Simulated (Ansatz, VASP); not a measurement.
TiSi2: VASP beside Ansatz

```
Ti Si
1.0
     4.01535    0.00000    0.00000
    -2.00767    3.47739    0.00000
     0.00000    0.00000    3.15864
Ti Si
1 2
Cartesian
  0.0000 0.0000 0.0000
  0.0000 2.3183 1.5793
  2.0077 1.1591 1.5793
```

Change from the starting cell: species swapped into the ErGa2 type (P6/mmm, No. 191).

Alike in both runs: functional PBE; k mesh 6 × 6 × 6; occupations gaussian, width 0.1 eV; no spin polarisation.

Ansatz relaxed the structure, and its values are those at the end. VASP's run is a single point on that final structure, the one shown.

|  | VASP | Ansatz |
| --- | --- | --- |
| version | VASP 6.6.1 | Ansatz 0.2.0 |
| potentials or method | VASP PAW PBE potentials, release 64 (Ti_sv, Si), cutoff 520 eV | scalar-relativistic, plane waves, PAW |
| valence electrons in the cell | 20 | 20 |

Ansatz gave:

* gap on the k mesh at the Fermi level (eV): none
* pressure (GPa): 0.4

Task: Which values does VASP return?

Result: gap on the k mesh at the Fermi level (eV): none; pressure (GPa): 0.3.

A gap of «none» marks a metal or a gap that the smearing closes.
